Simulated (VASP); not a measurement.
Here is a VASP 6.6.1 calculation.

The input INCAR:

```
SYSTEM = Si3Mo
PREC = Accurate
ENCUT = 520
EDIFF = 1E-7
ISMEAR = 0
SIGMA = 0.1
LREAL = .FALSE.
LASPH = .TRUE.
NELM = 80
ALGO = Normal
ISIF = 2
LWAVE = .FALSE.
LCHARG = .FALSE.
GGA = PE
NBANDS = 21
```

KPOINTS

```
regular mesh
0
G
  12 12 12
  0 0 0
```

Contents of POSCAR:

```
Si3Mo
1.0
    3.8175069782      0.0000000000      0.0000000000
    0.0000000000      3.8175069782      0.0000000000
    0.0000000000      0.0000000000      3.8175069782
Si Mo
3 1
Direct
    0.0000000000      0.5000000000      0.5000000000
    0.5000000000      0.0000000000      0.5000000000
    0.5000000000      0.5000000000      0.0000000000
    0.0000000000      0.0000000000      0.0000000000
```

Potentials or basis: VASP PAW PBE potentials, release 64 (Si, Mo_sv).

Run with:

```bash
$ cat potpaw_PBE.64/Si/POTCAR potpaw_PBE.64/Mo_sv/POTCAR > POTCAR
$ mpirun -np 1 vasp_std > vasp.out
```

(1) What does it give for the band gap on the k mesh?

(2) Estimate the pressure.

Answers

(1) zero (band 13 reaches 12.26 eV, above the bottom of band 14 at 10.60 eV).

(2) 0.1 GPa.
